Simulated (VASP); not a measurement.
Input of a VASP 6.6.1 run:

The input INCAR:

```
PREC     = Accurate       # precision mode
ENCUT    = 520            # plane-wave cutoff, eV
EDIFF    = 1E-6           # SCF threshold, eV
ISMEAR   = 0              # smearing method
SIGMA    = 0.1            # smearing width, eV
LREAL    = False          # projectors in reciprocal space
LASPH    = True           # aspherical terms in the spheres
NELM     = 100            # most SCF steps
ALGO     = Normal         # electronic algorithm
ISIF     = 2              # what is computed and relaxed
LWAVE    = False          # write WAVECAR
LCHARG   = False          # write CHGCAR
GGA      = PE             # functional
NBANDS   = 22             # bands
```

The input KPOINTS:

```
regular mesh
0
Gamma
  4 4 4
```

POSCAR

```
Si5P
1.0
    2.4606635698     -4.2226837007      0.0000000000
    2.4606635698      4.2226837007      0.0000000000
    0.0000000000      0.0000000000      5.1368740264
Si P
5 1
Direct
    0.0000000000      0.5000000000      0.5000000000
    0.5000000000      0.0000000000      0.5000000000
    0.0000000000      0.5000000000      0.0000000000
    0.5000000000      0.0000000000      0.0000000000
    0.5000000000      0.5000000000      0.5000000000
    0.5000000000      0.5000000000      0.0000000000
```

Potentials or basis: VASP PAW PBE potentials, release 64 (Si, P).

Run with:

```console
$ cat potpaw_PBE.64/Si/POTCAR potpaw_PBE.64/P/POTCAR > POTCAR
$ mpirun -np 1 vasp_std > vasp.out
```

Q: What does it give for the band gap on the k mesh?

A: Zero (an odd number of electrons rules out a gap without spin polarisation).

Q: Estimate the pressure.

A: 0.1 GPa.

Stress tensor (GPa, compression positive):
```
 0.06  0.00  0.00
 0.00  0.27  0.00
 0.00  0.00 -0.10
```

Caveat: the k points lie up to 0.37 Å⁻¹ apart, too coarse for converged energies and pressures of a metal.
